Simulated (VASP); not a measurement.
# BAs (F-43m) in VASP: further runs, part 2 of 2

VASP 6.6.1. The steps go on from the part before.

## Step 3: Vibrations by perturbation theory, LDA

This run uses another cell than the first one, of 12.41 Å³/atom.

INCAR

```
SYSTEM = BAs
PREC = Accurate ; ENCUT = 520
EDIFF = 1E-8 ; ISMEAR = 0
SIGMA = 0.01 ; LREAL = .FALSE.
LASPH = .TRUE. ; NELM = 60
ALGO = Normal ; ISIF = 2
LWAVE = .FALSE. ; LCHARG = .FALSE.
GGA = CA ; NBANDS = 11
IBRION = 8 ; NSW = 1
LEPSILON = .TRUE.
```

KPOINTS

```
regular mesh
0
G
  10 10 10
  0 0 0
```

POSCAR

```
BAs
1.0
    0.0000000000      2.3149752883      2.3149752883
    2.3149752883      0.0000000000      2.3149752883
    2.3149752883      2.3149752883      0.0000000000
B As
1 1
Direct
    0.0000000000      0.0000000000      0.0000000000
    0.7500000000      0.7500000000      0.7500000000
```

Potentials or basis: VASP PAW LDA potentials, release 64 (B, As).

Run with:

```console
$ cat potpaw_LDA.64/B/POTCAR potpaw_LDA.64/As/POTCAR > POTCAR
$ mpirun -np 1 vasp_std > vasp.out
```

OUTCAR:

```text
SYSTEM = BAs
   PREC = Accurate
   ENCUT = 520
   EDIFF = 1E-8
   ISMEAR = 0
   LREAL = .FALSE.
   LASPH = .TRUE.
   NELM = 60
   ISIF = 2
   GGA = CA
   IBRION = 8
   NSW = 1
   LEPSILON = .TRUE.

 ion  position               nearest neighbor table
   1  0.000  0.000  0.000-   2 2.00   2 2.00   2 2.00   2 2.00
   2  0.750  0.750  0.750-   1 2.00   1 2.00   1 2.00   1 2.00

  LATTYP: Found a face centered cubic cell.
 ALAT       =     4.6299505766

  Lattice vectors:

 A1 = (   0.0000000000,   2.3149752883,   2.3149752883)
 A2 = (   2.3149752883,   0.0000000000,   2.3149752883)
 A3 = (   2.3149752883,   2.3149752883,   0.0000000000)

Analysis of symmetry for initial positions (statically):
=====================================================================
 Subroutine PRICEL returns:
 Original cell was already a primitive cell.

 Routine SETGRP: Setting up the symmetry group for a
 face centered cubic supercell.

 Subroutine GETGRP returns: Found 24 space group operations
 (whereof 24 operations were pure point group operations)
 out of a pool of 48 trial point group operations.

The static configuration has the point symmetry T_d .

Analysis of symmetry for dynamics (positions and initial velocities):
=====================================================================
 Subroutine PRICEL returns:
 Original cell was already a primitive cell.

 Routine SETGRP: Setting up the symmetry group for a
 face centered cubic supercell.
[... 594 lines left out ...]

 PIEZOELECTRIC TENSOR (including local field effects)  for field in x, y, z        (C/m^2)
          XX          YY          ZZ          XY          YZ          ZX
  --------------------------------------------------------------------------------
  x    -0.00000    -0.00000    -0.00000     0.00000    -0.20943     0.00000
  y     0.00000    -0.00000    -0.00000     0.00000     0.00000    -0.20943
  z    -0.00000     0.00000    -0.00000    -0.20943     0.00000     0.00000

 BORN EFFECTIVE CHARGES (including local field effects) (in |e|, cummulative output)
 ---------------------------------------------------------------------------------
 ion    1
    1    -0.76965     0.00000     0.00000
    2     0.00000    -0.76965     0.00000
    3     0.00000     0.00000    -0.76965
 ion    2
    1     0.76965     0.00000     0.00000
    2     0.00000     0.76965     0.00000
    3     0.00000     0.00000     0.76965

 INTERNAL STRAIN TENSOR FOR ION    2 for displacements in x,y,z  (eV/Angst):
          X           Y           Z          XY          YZ          ZX
  --------------------------------------------------------------------------------
  x     0.00000     0.00000     0.00000     0.00000    10.63677     0.00000
  y     0.00000     0.00000     0.00000     0.00000     0.00000    10.63677
  z     0.00000     0.00000     0.00000    10.63677     0.00000     0.00000

 SECOND DERIVATIVES (NOT SYMMETRIZED)
 ------------------------------------
               1X          1Y          1Z          2X          2Y          2Z
  1X   -19.710927    0.000000    0.000000   19.710927    0.000000    0.000000
  1Y     0.000000  -19.710927    0.000000    0.000000   19.710927    0.000000
  1Z     0.000000    0.000000  -19.710927    0.000000    0.000000   19.710927
  2X    19.702781    0.000000    0.000000  -19.702781    0.000000    0.000000
  2Y     0.000000   19.702781    0.000000    0.000000  -19.702781    0.000000
  2Z     0.000000    0.000000   19.702781    0.000000    0.000000  -19.702781

 Eigenvectors and eigenvalues of the dynamical matrix
 ----------------------------------------------------

   1 f  =   22.580280 THz   141.876085 2PiTHz  753.197072 cm-1    93.384493 meV
             X         Y         Z           dx          dy          dz
      0.000000  0.000000  0.000000    -0.000000   -0.000000   -0.934850
      3.472463  3.472463  3.472463    -0.000000   -0.000000    0.355043
[... 21 lines left out ...]
   6 f/i=    0.001549 THz     0.009732 2PiTHz    0.051666 cm-1     0.006406 meV
             X         Y         Z           dx          dy          dz
      0.000000  0.000000  0.000000    -0.287972   -0.116520    0.171903
      3.472463  3.472463  3.472463    -0.758249   -0.306803    0.452631

--------------------------------------------------------------------------------------------------------

 MACROSCOPIC STATIC DIELECTRIC TENSOR IONIC CONTRIBUTION
 ------------------------------------------------------
           0.219215     0.000000     0.000000
           0.000000     0.219215     0.000000
           0.000000     0.000000     0.219215
 ------------------------------------------------------

 ELASTIC MODULI CONTR FROM IONIC RELAXATION (kBar)
 Direction    XX          YY          ZZ          XY          YZ          ZX
 --------------------------------------------------------------------------------
 XX          -0.0000     -0.0000     -0.0000     -0.0000     -0.0000     -0.0000
 YY          -0.0000     -0.0000     -0.0000     -0.0000     -0.0000     -0.0000
 ZZ          -0.0000     -0.0000     -0.0000     -0.0000     -0.0000     -0.0000
 XY          -0.0000     -0.0000     -0.0000   -385.2500      0.0000      0.0000
 YZ          -0.0000     -0.0000     -0.0000      0.0000   -385.2500      0.0000
 ZX          -0.0000     -0.0000     -0.0000      0.0000      0.0000   -385.2500
 --------------------------------------------------------------------------------

 PIEZOELECTRIC TENSOR IONIC CONTR  for field in x, y, z        (C/m^2)
          XX          YY          ZZ          XY          YZ          ZX
  --------------------------------------------------------------------------------
  x     0.00000     0.00000     0.00000     0.00000     0.27345     0.00000
  y     0.00000     0.00000     0.00000     0.00000     0.00000     0.27345
  z     0.00000     0.00000     0.00000     0.27345     0.00000     0.00000
```

OSZICAR:

```text
N       E                     dE             d eps       ncg     rms          rms(c)
DAV:   1     0.117866206567E+02    0.11787E+02   -0.38308E+03  1034   0.644E+02
DAV:   2    -0.130574032949E+02   -0.24844E+02   -0.23897E+02  1352   0.109E+02
[... 139 lines left out ...]
RMM:   4    -0.373318836353E-01   -0.74842E-04   -0.24422E-04  6320   0.270E-02    0.325E-03
RMM:   5    -0.373032913682E-01    0.28592E-04   -0.30097E-05  6680   0.198E-03    0.885E-04
RMM:   6    -0.372964253542E-01    0.68660E-05   -0.30314E-06  6665   0.334E-04    0.969E-05
RMM:   7    -0.372958728273E-01    0.55253E-06    0.27987E-07  6805   0.699E-05    0.420E-05
RMM:   8    -0.372959690903E-01   -0.96263E-07    0.82171E-08  6871   0.120E-05    0.125E-05
RMM:   9    -0.372959837746E-01   -0.14684E-07   -0.38669E-08  6362   0.494E-06    0.378E-07
RMM:  10    -0.372959808029E-01    0.29717E-08   -0.55723E-11  4287   0.135E-06    0.338E-07
 Linear response finished
```

stdout:

```text
POSCAR found type information on POSCAR B As
 POSCAR found :  2 types and       2 ions
 scaLAPACK will be used
 LDA part: xc-table for (Slater(with rela. corr.)+CA(PZ))
 , standard interpolation
 POSCAR, INCAR and KPOINTS ok, starting setup
 FFT: planning ... GRIDC
 FFT: planning ... GRID_SOFT
 FFT: planning ... GRID
 WAVECAR not read
 entering main loop
[... 23 lines left out ...]
  Direction:   3
 dielectric tensor                  component  3 :     1.690     2.113     9.509
 Linear response DOF=           2
 Linear response progress:
 first order change of Fermi-energy  -0.19936E+00
 force on displaced ion       1 direction 1 : -19.711   0.000   0.000
 Born effective charge ion    1 direction 1 :  -0.783   0.000   0.000
 Linear response progress:
 first order change of Fermi-energy   0.20055E+00
 force on displaced ion       2 direction 1 : -19.703   0.000   0.000
 Born effective charge ion    2 direction 1 :   0.761   0.000   0.000
 Born effective charges drift removed
 Linear response finished
```

Wall time 3 min (1 thread of Intel Xeon Platinum 8488C (Sapphire Rapids), shared host); peak memory 0.23 GiB.

What came out:

| Quantity | Value |
| --- | --- |
| Electronic dielectric tensor (diagonal) | 9.51 |
| Born charges (mean of the diagonal) | B -0.77; As +0.77 e |
| Highest phonon frequency at Γ, LO-TO splitting left out | 753 cm⁻¹ |

Phonon frequencies in cm⁻¹ (negative: imaginary):
```tsv
q point	frequencies
(0.000, 0.000, 0.000)	0 0 0 753 753 753
```

Electronic dielectric tensor:
```
9.51 0.00 0.00
0.00 9.51 0.00
0.00 0.00 9.51
```

Born effective charge tensors (e):
atom 1, B
```
-0.77  0.00  0.00
 0.00 -0.77  0.00
 0.00  0.00 -0.77
```
atom 2, As
```
0.77 0.00 0.00
0.00 0.77 0.00
0.00 0.00 0.77
```

Caveat: the cell stands under pressure or tension, which shifts response properties.
